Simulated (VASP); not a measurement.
The system is AlGa2.

```
Al Ga
1.0
     2.87041    0.00000    0.00000
    -1.43520    2.48585    0.00000
     0.00000    0.00000   19.70288
Al Ga
2 4
Direct
  0.00000 0.00000 0.00000
  0.00000 0.00000 0.50000
  0.33333 0.66667 0.93634
  0.33333 0.66667 0.56366
  0.66667 0.33333 0.06366
  0.66667 0.33333 0.43634
```

The cell was generated, and may not be a known phase.

```yaml
Program: VASP 6.6.1
Task: relaxation of cell and atoms
Functional: PBE
Potentials_or_basis: VASP PAW PBE potentials, release 64 (Al, Ga_d)
Cutoff: 600 eV
k_mesh: 6 × 6 × 1
Occupations: gaussian, width 0.1 eV
Spin: no spin polarisation
```

At the start: pressure 58.2 GPa; volume 23.43 Å³/atom.

Task: Where does the relaxation end?

Result: Over 14 steps the energy falls by 2788.7 meV/atom and the volume is 32.90 Å³/atom (+40.4 %); space group P6_3/mmc (No. 194, to 0.1 Å) before and after.

The path:
```csv
step,energy change (eV),largest force (eV/Å),pressure (GPa),volume (Å³)
1,0.0000,9.8863,58.16,140.59
2,-11.0697,0.5811,-3.46,394.36
3,-14.2514,0.1894,-0.96,243.68
4,-14.2607,0.2360,-0.76,241.24
5,-14.2663,0.3431,-0.27,236.22
6,-14.2662,0.2928,-0.52,238.48
7,-14.4349,0.6498,-1.00,236.25
8,-15.3103,0.7143,-1.36,228.89
9,-16.6398,0.1021,-1.71,211.43
10,-16.6824,0.1704,-1.37,207.45
11,-16.5294,0.1202,3.18,181.56
12,-16.7222,0.0794,-0.24,198.96
13,-16.7223,0.0758,-0.17,198.60
14,-16.7324,0.0013,-0.03,197.41
```

Final structure:
```
Al Ga
1.0
     2.90037    0.00000    0.00000
    -1.45019    2.51180    0.00000
     0.00000    0.00000   27.09711
Al Ga
2 4
Cartesian
  -1.4502 2.5118 0.0000
  -1.4502 2.5118 13.5486
  0.0000 1.6745 24.7833
  0.0000 1.6745 15.8623
  1.4502 0.8373 2.3138
  1.4502 0.8373 11.2348
```

Caveat: the k points lie up to 0.42 Å⁻¹ apart in the final cell, too coarse for converged energies and pressures of a metal; the volume moved by over 15 % at a fixed basis, so the end points are rough; the relaxation moved the vacuum too, so the length across it says nothing of the material.
